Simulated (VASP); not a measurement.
Input of a VASP 6.6.1 run:

INCAR

```
SYSTEM = Be5GeN2
  PREC = Accurate
  ENCUT = 520
  EDIFF = 1E-7
  ISMEAR = 0
  SIGMA = 0.1
  LREAL = .FALSE.
  LASPH = .TRUE.
  NELM = 100
  ALGO = Normal
  ISIF = 2
  LWAVE = .FALSE.
  LCHARG = .FALSE.
  GGA = PE
  NBANDS = 27
```

File KPOINTS:

```
Automatic mesh
0
G
  6 6 2
  0 0 0
```

The input POSCAR:

```
Be5GeN2
1.0
    2.7356667200      0.0000000000      0.0000000000
   -1.3678333600      2.3691568700      0.0000000000
    0.0000000000      0.0000000000      9.6138902300
Be Ge N
5 1 2
Direct
    0.0000000000      0.0000000000      0.0000000000
    0.3333333300      0.6666666700      0.1565044600
    0.0000000000      0.0000000000      0.3173842900
    0.6666666700      0.3333333300      0.6826157100
    0.3333333300      0.6666666700      0.8434955400
    0.3333333300      0.6666666700      0.5000000000
    0.6666666700      0.3333333300      0.2369443700
    0.0000000000      0.0000000000      0.7630556300
```

Potentials or basis: VASP PAW PBE potentials, release 64 (Be, Ge_d, N).

The run is started by

```bash
$ cat potpaw_PBE.64/Be/POTCAR potpaw_PBE.64/Ge_d/POTCAR potpaw_PBE.64/N/POTCAR > POTCAR
$ mpirun -np 1 vasp_std > vasp.out
```

Q: What does it give for the band gap on the k mesh?

A: Zero (bands 17 and 18 overlap by 2.14 eV).

Q: Predict the pressure.

A: 18.3 GPa.

Q: What does it give for the largest force?

A: 2.365 eV/Å.

Forces on the atoms (eV/Å):
```
Be   0.000  0.000 -1.250
Be   0.000  0.000  0.747
Be   0.000  0.000 -0.686
Be   0.000  0.000  0.511
Be   0.000  0.000 -0.394
Ge   0.000  0.000 -0.062
N    0.000  0.000 -1.231
N    0.000  0.000  2.365
```

Caveat: the k points lie up to 0.44 Å⁻¹ apart, too coarse for converged energies and pressures of a metal; forces of over 1 eV/Å act on the atoms, so gaps and moduli don't describe the material at rest.
